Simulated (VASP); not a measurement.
# B (P6_3/mmc) in VASP: notebook, part 3 of 3

VASP 6.6.1.

**4. Single point, revPBE (volume scaled by 0.96)**

File INCAR:

```
SYSTEM = B
PREC = Accurate
ENCUT = 520
EDIFF = 1E-6
ISMEAR = -1
SIGMA = 0.1
LREAL = .False.
LASPH = .True.
NELM = 80
ALGO = Normal
ISIF = 2
LWAVE = .False.
LCHARG = .False.
GGA = RE
NBANDS = 14
```

File KPOINTS:

```
Automatic mesh
0
Gamma
  23 23 2
  0 0 0
```

File POSCAR:

```
B
1.0
    1.6993440559      0.0000000000      0.0000000000
   -0.8496720280      1.4716751222      0.0000000000
    0.0000000000      0.0000000000     21.4082574246
B
4
Direct
    1.0000000000      1.0000000000      0.0000000000
    1.0000000000      1.0000000000      0.5000000000
    0.3333333333      0.6666666667      0.2500000000
    0.6666666667      0.3333333333      0.7500000000
```

Potentials or basis: VASP PAW PBE potentials, release 64 (B).

On the command line:

```console
$ cat potpaw_PBE.64/B/POTCAR > POTCAR
$ mpirun -np 1 vasp_std > vasp.out
```

OUTCAR:

```text
SYSTEM = B
   PREC = Accurate
   ENCUT = 520
   EDIFF = 1E-6
   ISMEAR = -1
   LREAL = .False.
   LASPH = .True.
   NELM = 80
   ISIF = 2
   GGA = RE

 ion  position               nearest neighbor table
   1  0.000  0.000  0.000-
   2  0.000  0.000  0.500-
   3  0.333  0.667  0.250-
   4  0.667  0.333  0.750-

  LATTYP: Found a hexagonal cell.
 ALAT       =     1.6993440559
 C/A-ratio  =    12.5979535164

  Lattice vectors:

 A1 = (   1.6993440559,   0.0000000000,   0.0000000000)
 A2 = (  -0.8496720280,   1.4716751222,   0.0000000000)
 A3 = (   0.0000000000,   0.0000000000,  21.4082574246)

Analysis of symmetry for initial positions (statically):
=====================================================================
 Subroutine PRICEL returns:
 Original cell was already a primitive cell.

 Routine SETGRP: Setting up the symmetry group for a
 hexagonal supercell.

 Subroutine GETGRP returns: Found 24 space group operations
 (whereof 12 operations were pure point group operations)
 out of a pool of 24 trial point group operations.

The static configuration has the point symmetry D_3d.
 The point group associated with its full space group is D_6h.

Analysis of symmetry for dynamics (positions and initial velocities):
=====================================================================
 Subroutine PRICEL returns:
 Original cell was already a primitive cell.

 Routine SETGRP: Setting up the symmetry group for a
 hexagonal supercell.

 Subroutine GETGRP returns: Found 24 space group operations
 (whereof 12 operations were pure point group operations)
 out of a pool of 24 trial point group operations.

The dynamic configuration has the point symmetry D_3d.
 The point group associated with its full space group is D_6h.

 Subroutine INISYM returns: Found 24 space group operations
 (whereof 12 operations are pure point group operations),
 and found     1 'primitive' translations
[... 128 lines left out ...]
   LEPSILON=     F    determine dielectric tensor
   LRPA    =     F    only Hartree local field effects (RPA)
 non-spin polarized calculation
  energy-cutoff  :      520.00
  volume of cell :       53.54
 maximum number of plane-waves:      1477
 NGX is ok and might be reduce to    14
   NGX =  7   NGY =  7   NGZ = 79

 number of electron      12.0000000 magnetization

 Free energy of the ion-electron system (eV)
  ---------------------------------------------------
  ext. energy  EPLUGINS =         0.00000000
  ---------------------------------------------------
  free energy    TOTEN  =       -23.09796228 eV

  energy without entropy =      -23.07105830  energy(sigma->0) =      -23.08451029

 E-fermi :   2.6037     XC(G=0):  -7.4956

 val. band max:        2.5718248379   @ k =   0.3478   0.0000   0.5000
 cond. band min:       2.6087676764   @ k =   0.3478   0.0000   0.0000
 fundamental gap:      0.0369428385
 Fermi energy:         2.6036657697

 k-point     1 :       0.0000    0.0000    0.0000
  band No.  band energies     occupation
      1     -14.6805      2.00000
      2     -14.6770      2.00000
      3     -14.6770      2.00000
      4     -14.6735      2.00000
      5      -5.3435      2.00000
      6      -5.2812      2.00000
      7      -5.2811      2.00000
      8      -5.2168      2.00000
      9       4.4566      0.00000
     10       5.2115      0.00000
     11       5.2115      0.00000
     12       6.8125      0.00000
     13       8.0393      0.00000
     14      10.6212      0.00000
[... 377 lines left out ...]
      1     -13.6399      2.00000
      2     -13.6369      2.00000
      3     -13.6369      2.00000
      4     -13.6340      2.00000
      5      -3.8312      2.00000
      6      -3.7704      2.00000
      7      -3.7703      2.00000
      8      -3.7074      2.00000
      9       5.9038      0.00000
     10       6.6610      0.00000
     11       6.6610      0.00000
     12       8.3572      0.00000
     13       9.2985      0.00000
     14      11.9790      0.00000

 [... further k-points ...]

------------------------ aborting loop because EDIFF is reached ----------------------------------------

  FORCE on cell =-STRESS in cart. coord.  units (eV):
  Direction    XX          YY          ZZ          XY          YZ          ZX
  --------------------------------------------------------------------------------------
  -------------------------------------------------------------------------------------
  Total        2.0142894      2.0142894      0.0021440     -0.0000000      0.0000000      0.0000000
  in kB       60.2778652     60.2778652      0.0641580     -0.0000000      0.0000000      0.0000000
  external PRESSURE =      40.2066294 kB  Pullay stress =       0.0000000 kB

 VOLUME and BASIS-vectors are now :
 -----------------------------------------------------------------------------
  energy-cutoff  :      520.00
  volume of cell :       53.54
      direct lattice vectors                 reciprocal lattice vectors
     1.699344056  0.000000000  0.000000000     0.588462352  0.339748897  0.000000000
    -0.849672028  1.471675122  0.000000000     0.000000000  0.679497795  0.000000000
     0.000000000  0.000000000 21.408257425     0.000000000  0.000000000  0.046710948

 POSITION                                       TOTAL-FORCE (eV/Angst)
 -----------------------------------------------------------------------------------
      0.00000      0.00000      0.00000         0.000000      0.000000     -0.000000
      0.00000      0.00000     10.70413         0.000000      0.000000     -0.000000
     -0.00000      0.98112      5.35206         0.000000     -0.000000      0.000000
      0.84967      0.49056     16.05619        -0.000000      0.000000      0.000000
 -----------------------------------------------------------------------------------
    total drift:                               -0.000000      0.000000      0.000000

  FREE ENERGIE OF THE ION-ELECTRON SYSTEM (eV)
  ---------------------------------------------------
  free  energy   TOTEN  =       -23.0979622755 eV

  energy  without entropy=      -23.0710582996  energy(sigma->0) =      -23.08451029
```

OSZICAR:

```text
N       E                     dE             d eps       ncg     rms          rms(c)
DAV:   1     0.290415728883E+02    0.29042E+02   -0.57544E+03  3142   0.741E+02
DAV:   2    -0.234068748121E+02   -0.52448E+02   -0.48546E+02  4280   0.151E+02
DAV:   3    -0.251991547508E+02   -0.17923E+01   -0.17408E+01  3838   0.245E+01
DAV:   4    -0.252143841264E+02   -0.15229E-01   -0.15204E-01  4026   0.257E+00
DAV:   5    -0.252146698679E+02   -0.28574E-03   -0.28572E-03  4046   0.285E-01    0.677E+00
DAV:   6    -0.236513643909E+02    0.15633E+01   -0.74701E-01  3598   0.471E+00    0.378E+00
DAV:   7    -0.230689339839E+02    0.58243E+00   -0.11005E+00  3622   0.555E+00    0.822E-01
DAV:   8    -0.231013356537E+02   -0.32402E-01   -0.62831E-02  3628   0.149E+00    0.212E-01
DAV:   9    -0.230981385323E+02    0.31971E-02   -0.21534E-03  3754   0.261E-01    0.117E-01
DAV:  10    -0.230982007931E+02   -0.62261E-04   -0.10982E-02  3460   0.568E-01    0.721E-02
DAV:  11    -0.230980297790E+02    0.17101E-03   -0.12453E-03  3610   0.219E-01    0.465E-02
DAV:  12    -0.230979651648E+02    0.64614E-04   -0.98375E-05  3814   0.598E-02    0.858E-03
DAV:  13    -0.230979622466E+02    0.29181E-05   -0.12276E-05  3800   0.205E-02    0.158E-03
DAV:  14    -0.230979622755E+02   -0.28914E-07   -0.31301E-07  2882   0.323E-03
   1 F= -.23097962E+02 E0= -.23084510E+02  d E =-.269040E-01
```

Wall time 2 min (1 thread of Intel Xeon 8259CL, shared host); peak memory 0.21 GiB.

What came out:

| Quantity | Value |
| --- | --- |
| Free energy | -23.0980 eV |
| Pressure | 4.0 GPa |
| Band gap on the k mesh | zero (band 6 reaches 5.95 eV, above the bottom of band 7 at -5.28 eV) |

Levels at points of the mesh, in eV from the Fermi level:
| k point | band 6 | band 7 | band 8 | band 9 | band 10 | band 11 |
| --- | --- | --- | --- | --- | --- | --- |
| (0.00, 0.00, 0.00) | -7.88 | -7.88 | -7.82 | 1.85 | 2.61 | 2.61 |
| (0.00, 0.00, 0.50) | -7.93 | -7.84 | -7.84 | 2.05 | 2.05 | 3.47 |

Caveat: the PAW data sets were made with another functional, which shifts forces and pressure a little; this functional lacks dispersion, which binds the layers, so the pressure and a relaxed spacing across them are unreliable.

**5. The runs side by side**

```tsv
cell	k mesh	gap on the mesh (eV)	pressure (GPa)
a = 1.723, b = 1.723, c = 21.702 Å, angles 90.0, 90.0, 120.0°, 4 atoms	17 × 17 × 5	none	-0.1
a = 1.651, b = 1.651, c = 20.796 Å, angles 90.0, 90.0, 120.0°, 4 atoms	23 × 23 × 2	none	17.6
a = 1.699, b = 1.699, c = 21.408 Å, angles 90.0, 90.0, 120.0°, 4 atoms	23 × 23 × 2	none	4.0
```

Alike in all rows: task single point; level revPBE; potentials or basis VASP PAW PBE potentials, release 64 (B); no spin polarisation; cutoff (eV) 520; smearing fermi-dirac 0.1 eV.

Caveats: the PAW data sets were made with another functional, which shifts forces and pressure a little; this functional lacks dispersion, which binds the layers, so the pressure and a relaxed spacing across them are unreliable.

Absolute energies hang on the potentials; compare differences alone.
